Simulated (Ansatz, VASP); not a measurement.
## Mo: VASP beside Ansatz

```xyz
1
Lattice="2.5686 0.0000 0.0000 0.0000 2.5686 0.0000 0.0000 0.0000 2.5686" Properties=species:S:1:pos:R:3 pbc="T T T"
Mo    0.0000    0.0000    0.0000
```

Alike in both runs: task relaxation of cell and atoms; functional PBEsol; k mesh 16 × 16 × 16; occupations gaussian, width 0.1 eV; no spin polarisation.

```csv
,VASP,Ansatz
version,VASP 6.6.1,Ansatz 0.2.0
potentials or method,"VASP PAW PBE potentials, release 64 (Mo_sv), cutoff 600 eV","scalar-relativistic, plane waves, PAW"
valence electrons in the cell,14,14
```

VASP gave:

| Quantity | Value |
| --- | --- |
| gap on the k mesh at the Fermi level, each at its own relaxed structure (eV) | none |
| relaxed volume (Å³/atom) | 17.11 |
| relaxed cell length with the largest relative difference (Å) | 2.577 |

Task: Estimate Ansatz's values.

Result: gap on the k mesh at the Fermi level, each at its own relaxed structure (eV): none; relaxed volume (Å³/atom): 17.07; relaxed cell length with the largest relative difference (Å): 2.575.

VASP's potentials were made for PBE, not for PBEsol. A gap of «none» marks a metal or a gap that the smearing closes.
